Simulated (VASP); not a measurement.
# Ag (P6_3/mmc) in VASP: a series of runs

Runs on Ag. Level: PBEsol. Tasks: relaxation of cell and atoms.

All numbers are computed with VASP 6.6.1; they aren't measurements. Logs are shortened: lines on timing, memory, paths and dates and some standing lists are left out, and cuts for length are marked.

### 1 The cell of the first run

Symmetry: P6_3/mmc, No. 194, hexagonal system. The conventional cell has a = 2.750 Å, b = 2.750 Å, c = 8.985 Å, α = 90.00°, β = 90.00°, γ = 120.00°. Within 3.6 Å of Ag (site symmetry -3m) lie 12 Ag at 2.75 Å. Ag (site symmetry -6m2) has 12 Ag at 2.75 Å within 3.6 Å.

This isn't the form of Ag at room conditions, which is fcc.

### 2 Relaxation of cell and atoms, PBEsol, target pressure 20 GPa, at which the enthalpy is minimised

INCAR

```
SYSTEM = Ag
ALGO = Fast
EDIFF = 1E-6
EDIFFG = -0.008
ENCUT = 600
GGA = PS
IBRION = 2
ISIF = 3
ISMEAR = 0
LASPH = .True.
LCHARG = .False.
LREAL = .False.
LWAVE = .False.
NELM = 60
NSW = 70
PREC = Accurate
PSTRESS = 200.0
SIGMA = 0.1
```

KPOINTS

```
k-points
0
Gamma
  18 18 6
  0 0 0
```

POSCAR

```
Ag
1.0
    2.7500463375      0.0000000000      0.0000000000
   -1.3750231687      2.3816099898      0.0000000000
    0.0000000000      0.0000000000      8.9847958044
Ag
4
Direct
    0.0000000000      0.0000000000      0.0000000000
    0.0000000000      0.0000000000      0.5000000000
    0.3333333333      0.6666666667      0.2500000000
    0.6666666667      0.3333333333      0.7500000000
```

Potentials or basis: VASP PAW PBE potentials, release 64 (Ag).

The run is started by

```sh
$ cat potpaw_PBE.64/Ag/POTCAR > POTCAR
$ mpirun -np 1 vasp_std > vasp.out
```

OUTCAR:

```text
SYSTEM = Ag
   EDIFF = 1E-6
   EDIFFG = -0.008
   ENCUT = 600
   GGA = PS
   IBRION = 2
   ISIF = 3
   ISMEAR = 0
   LASPH = .True.
   LREAL = .False.
   NELM = 60
   NSW = 70
   PREC = Accurate
   PSTRESS = 200.0

 ion  position               nearest neighbor table
   1  0.000  0.000  0.000-   3 2.75   4 2.75   3 2.75   4 2.75   4 2.75   3 2.75
   2  0.000  0.000  0.500-   3 2.75   4 2.75   3 2.75   4 2.75   4 2.75   3 2.75
   3  0.333  0.667  0.250-   1 2.75   2 2.75   1 2.75   2 2.75   1 2.75   2 2.75
   4  0.667  0.333  0.750-   1 2.75   2 2.75   1 2.75   2 2.75   1 2.75   2 2.75

  LATTYP: Found a hexagonal cell.
 ALAT       =     2.7500463375
 C/A-ratio  =     3.2671434230

  Lattice vectors:

 A1 = (   2.7500463375,   0.0000000000,   0.0000000000)
 A2 = (  -1.3750231687,   2.3816099898,   0.0000000000)
 A3 = (   0.0000000000,   0.0000000000,   8.9847958044)

Analysis of symmetry for initial positions (statically):
=====================================================================
 Subroutine PRICEL returns:
 Original cell was already a primitive cell.

 Routine SETGRP: Setting up the symmetry group for a
 hexagonal supercell.

 Subroutine GETGRP returns: Found 24 space group operations
 (whereof 12 operations were pure point group operations)
 out of a pool of 24 trial point group operations.

The static configuration has the point symmetry D_3d.
 The point group associated with its full space group is D_6h.

Analysis of symmetry for dynamics (positions and initial velocities):
=====================================================================
 Subroutine PRICEL returns:
 Original cell was already a primitive cell.

 Routine SETGRP: Setting up the symmetry group for a
 hexagonal supercell.

 Subroutine GETGRP returns: Found 24 space group operations
 (whereof 12 operations were pure point group operations)
 out of a pool of 24 trial point group operations.

The dynamic configuration has the point symmetry D_3d.
 The point group associated with its full space group is D_6h.

 Subroutine INISYM returns: Found 24 space group operations
 (whereof 12 operations are pure point group operations),
 and found     1 'primitive' translations

----------------------------------------------------------------------------------------

                                     Primitive cell

  volume of cell :      58.8463

  direct lattice vectors                    reciprocal lattice vectors
     2.750046338  0.000000000  0.000000000     0.363630236  0.209942015  0.000000000
    -1.375023169  2.381609990  0.000000000     0.000000000  0.419884030  0.000000000
     0.000000000  0.000000000  8.984795804     0.000000000  0.000000000  0.111299135

  length of vectors
     2.750046338  2.750046337  8.984795804     0.419884030  0.419884030  0.111299135

  position of ions in fractional coordinates (direct lattice)
     0.000000000  0.000000000  0.000000000
     0.000000000  0.000000000  0.500000000
     0.333333333  0.666666667  0.250000000
     0.666666667  0.333333333  0.750000000

  ion indices of the primitive-cell ions
   primitive index   ion index
                 1           1
                 2           2
                 3           3
                 4           4

----------------------------------------------------------------------------------------

 KPOINTS: k-points

Automatic generation of k-mesh.
 Grid dimensions read from file:
 generate k-points for:   18   18    6

 Generating k-lattice:

  Cartesian coordinates                     Fractional coordinates (reciprocal lattice)
     0.020201680  0.011663445  0.000000000     0.055555556  0.000000000  0.000000000
     0.000000000  0.023326891  0.000000000     0.000000000  0.055555556  0.000000000
     0.000000000  0.000000000  0.018549856     0.000000000  0.000000000  0.166666667

  Length of vectors
     0.023326891  0.023326891  0.018549856

  Shift w.r.t. Gamma in fractional coordinates (k-lattice)
     0.000000000  0.000000000  0.000000000

 Subroutine IBZKPT returns following result:
 ===========================================

 Found    148 irreducible k-points:

 Following reciprocal coordinates:
            Coordinates               Weight
  0.000000  0.000000  0.000000      1.000000
  0.055556  0.000000  0.000000      6.000000
  0.111111  0.000000  0.000000      6.000000
  0.166667  0.000000  0.000000      6.000000
  0.222222  0.000000  0.000000      6.000000
  0.277778  0.000000  0.000000      6.000000
[... 16 lines left out ...]
  0.333333  0.111111  0.000000     12.000000
  0.388889  0.111111  0.000000     12.000000
 [... further k-points ...]
   k-points           NKPTS =    148   k-points in BZ     NKDIM =    148   number of bands    NBANDS=     26
   number of dos      NEDOS =    301   number of ions     NIONS =      4
   total plane-waves  NPLWV =  41472
   dimension x,y,z NGX =    24 NGY =   24 NGZ =   72
   dimension x,y,z NGXF=    48 NGYF=   48 NGZF=  144
   ions per type =               4
   NGX,Y,Z   is equivalent  to a cutoff of  14.51, 14.51, 13.32 a.u.
   NGXF,Y,Z  is equivalent  to a cutoff of  29.02, 29.02, 26.64 a.u.
 SYSTEM =  Ag
   PREC   = accura    normal or accurate (medium, high low for compatibility)
   ISTART =      0    job   : 0-new  1-cont  2-samecut
   ICHARG =      2    charge: 1-file 2-atom 10-const
   ISPIN  =      1    spin polarized calculation?
   LNONCOLLINEAR =      F non collinear calculations
   LSORBIT =      F    spin-orbit coupling
   LASPH  =      T    aspherical Exc in radial PAW
   ENCUT  =  600.0 eV  44.10 Ry    6.64 a.u.   5.49  5.49 17.94*2*pi/ulx,y,z
   NELM   =     60;   NELMIN=  2; NELMDL= -5     # of ELM steps
   EDIFF  = 0.1E-05   stopping-criterion for ELM
   LREAL  =      F    real-space projection
   EDIFFG = -.8E-02   stopping-criterion for IOM
   NSW    =     70    number of steps for IOM
   IBRION =      2    ionic relax: 0-MD 1-quasi-New 2-CG
   NFREE  =      1    steps in history (QN), initial steepest desc. (CG)
   ISIF   =      3    stress and relaxation
   ISYM   =      2    0-nonsym 1-usesym 2-fastsym
   POTIM  = 0.5000    time-step for ionic-motion
   TEBEG  =    0.0;   TEEND  =   0.0 temperature during run
   PSTRESS=  200.0 pullay stress
   NELECT =      44.0000    total number of electrons
   NUPDOWN=      -1.0000    fix difference up-down
   EMIN   =  10.00;   EMAX   =-10.00  energy-range for DOS
   EFERMI =   0.00;   METHOD = LEGACY
   ISMEAR =     0;   SIGMA  =   0.10  broadening in eV -4-tet -1-fermi 0-gaus
   EFERMI_NEDOS =   21; number of points for ismear=-14 and -15
   IALGO  =     68    algorithm
   IMIX   =      4    mixing-type and parameters
     AMIX     =   0.40;   BMIX     =  1.00
     AMIX_MAG =   1.60;   BMIX_MAG =  1.00
  volume/ion in A,a.u.               =      14.71        99.28
  Fermi-wavevector in a.u.,A,eV,Ry     =   1.485888  2.807921 30.039805  2.207863
  Thomas-Fermi vector in A             =   2.599243
   LORBIT       =      0    0 simple, 1 ext, 2 COOP (PROOUT), +10 PAW based schemes
   GGA     = PS    functional components
   LHFCALC =     F    Hartree Fock is set to
   AEXX    =    0.0000 exact exchange contribution
   IVDW    =     0    specifies the selected vdW correction
   LEPSILON=     F    determine dielectric tensor
   LRPA    =     F    only Hartree local field effects (RPA)
 conjugate gradient relaxation of ions
 non-spin polarized calculation
 RMM-DIIS sequential band-by-band and
 Gauss-broadening in eV      SIGMA  =   0.10
  energy-cutoff  :      600.00
  volume of cell :       58.85
 maximum number of plane-waves:      2016
 NGX is ok and might be reduce to    24
   NGX = 11   NGY = 11   NGZ = 35

--------------------------------------- Ionic step        1  -------------------------------------------

 number of electron      43.9999995 magnetization

 Free energy of the ion-electron system (eV)
  ---------------------------------------------------
  ext. energy  EPLUGINS =         0.00000000
  ---------------------------------------------------
  free energy    TOTEN  =       -12.78960566 eV

  energy without entropy =      -12.78429556  energy(sigma->0) =      -12.78695061

------------------------ aborting loop because EDIFF is reached ----------------------------------------

  FORCE on cell =-STRESS in cart. coord.  units (eV):
  Direction    XX          YY          ZZ          XY          YZ          ZX
  --------------------------------------------------------------------------------------
  -------------------------------------------------------------------------------------
  Total        7.5925764      7.5925764      7.5903458      0.0000000      0.0000000      0.0000000
  in kB      206.7192350    206.7192350    206.6585035      0.0000000      0.0000000      0.0000000
  external PRESSURE =       6.6989911 kB  Pullay stress =     200.0000000 kB

 VOLUME and BASIS-vectors are now :
 -----------------------------------------------------------------------------
  energy-cutoff  :      600.00
  volume of cell :       58.85
      direct lattice vectors                 reciprocal lattice vectors
     2.750046338  0.000000000  0.000000000     0.363630236  0.209942015  0.000000000
    -1.375023169  2.381609990  0.000000000     0.000000000  0.419884030  0.000000000
     0.000000000  0.000000000  8.984795804     0.000000000  0.000000000  0.111299135
[... 50 lines left out ...]
  FREE ENERGIE OF THE ION-ELECTRON SYSTEM (eV)
  ---------------------------------------------------
  free  energy   TOTEN  =       -12.8540960985 eV

  energy  without entropy=      -12.8488344474  energy(sigma->0) =      -12.85146527

  enthalpy is  TOTEN    =        -5.4427201372 eV   P V=        7.4113759613

--------------------------------------- Ionic step        3  -------------------------------------------

 number of electron      43.9999994 magnetization

 Free energy of the ion-electron system (eV)
  ---------------------------------------------------
  ext. energy  EPLUGINS =         0.00000000
  ---------------------------------------------------
  free energy    TOTEN  =       -12.81006933 eV

  energy without entropy =      -12.80477393  energy(sigma->0) =      -12.80742163

 E-fermi :  10.3945     XC(G=0): -13.2973

 val. band max:       10.3774832124   @ k =   0.3889   0.0556   0.0000
 cond. band min:      10.3991917408   @ k =   0.2778   0.1667   0.0000
 fundamental gap:      0.0217085284
 Fermi energy:        10.3945281335

 k-point     1 :       0.0000    0.0000    0.0000
  band No.  band energies     occupation
      1       1.4480      2.00000
      2       3.0045      2.00000
      3       3.0076      2.00000
      4       3.0142      2.00000
      5       5.0320      2.00000
      6       5.0320      2.00000
[... 18 lines left out ...]
     25      14.8769      0.00000
     26      22.6565      0.00000
[... 644 lines left out ...]
      4       3.8720      2.00000
      5       3.9496      2.00000
      6       4.2597      2.00000
[... 18 lines left out ...]
     25      16.2276      0.00000
     26      16.3239      0.00000

 [... further k-points ...]

------------------------ aborting loop because EDIFF is reached ----------------------------------------

  FORCE on cell =-STRESS in cart. coord.  units (eV):
  Direction    XX          YY          ZZ          XY          YZ          ZX
  --------------------------------------------------------------------------------------
  -------------------------------------------------------------------------------------
  Total        7.3576929      7.3576929      7.3567247      0.0000000     -0.0000000     -0.0000000
  in kB      199.7772700    199.7772700    199.7509815      0.0000000     -0.0000000     -0.0000000
  external PRESSURE =      -0.2314929 kB  Pullay stress =     200.0000000 kB

 VOLUME and BASIS-vectors are now :
 -----------------------------------------------------------------------------
  energy-cutoff  :      600.00
  volume of cell :       59.01
      direct lattice vectors                 reciprocal lattice vectors
     2.752561138  0.000000000  0.000000000     0.363298016  0.209750207  0.000000000
    -1.376280569  2.383787871  0.000000000    -0.000000000  0.419500414 -0.000000000
    -0.000000000  0.000000000  8.992937757     0.000000000 -0.000000000  0.111198368

 POSITION                                       TOTAL-FORCE (eV/Angst)
 -----------------------------------------------------------------------------------
      0.00000      0.00000      0.00000         0.000000     -0.000000     -0.000000
     -0.00000      0.00000      4.49647         0.000000     -0.000000     -0.000000
     -0.00000      1.58919      2.24823         0.000000      0.000000      0.000000
      1.37628      0.79460      6.74470        -0.000000      0.000000     -0.000000
 -----------------------------------------------------------------------------------
    total drift:                               -0.000000      0.000000      0.000000

  FREE ENERGIE OF THE ION-ELECTRON SYSTEM (eV)
  ---------------------------------------------------
  free  energy   TOTEN  =       -12.8100693348 eV

  energy  without entropy=      -12.8047739334  energy(sigma->0) =      -12.80742163

  enthalpy is  TOTEN    =        -5.4441733704 eV   P V=        7.3658959644

 reached required accuracy - stopping structural energy minimisation
```

Wall time 7.7 min (1 thread of AMD EPYC 7R13 (Zen 3), shared host); peak memory 0.33 GiB.

What came out:

```
Free energy                                                : -12.8101 eV
Relaxed volume                                             : 14.75 Å³/atom
Relaxed cell                                               : a = 2.753 Å, b = 2.753 Å, c = 8.993 Å, α = 90.00°, β = 90.00°, γ = 120.00°
Space group after relaxing (to 0.1 Å)                      : P6_3/mmc (No. 194)
Energy change on relaxing (the run minimises the enthalpy) : -5.1 meV/atom
Ionic steps                                                : 3
Pressure after relaxing                                    : 20.0 GPa
Band gap on the k mesh                                     : zero (bands 22 and 23 overlap by 6.98 eV)
```

The path:
```csv
step,energy change (eV),largest force (eV/Å),pressure (GPa),volume (Å³)
1,0.0000,0.0000,20.67,58.85
2,-0.0645,0.0000,18.82,59.37
3,-0.0205,0.0000,19.98,59.01
```

Final structure:
```
Ag
1.0
     2.75256    0.00000    0.00000
    -1.37628    2.38379    0.00000
     0.00000    0.00000    8.99294
Ag
4
Cartesian
  0.0000 0.0000 0.0000
  0.0000 0.0000 4.4965
  0.0000 1.5892 2.2482
  1.3763 0.7946 6.7447
```

Caveat: the cell is relaxed towards a set pressure, so the run minimises the enthalpy, not the energy; the PAW data sets were made with another functional, which shifts forces and pressure a little.

[end of part 1 of 2]

The gap in the log of VASP goes by the Fermi energy; the results here count the filled bands.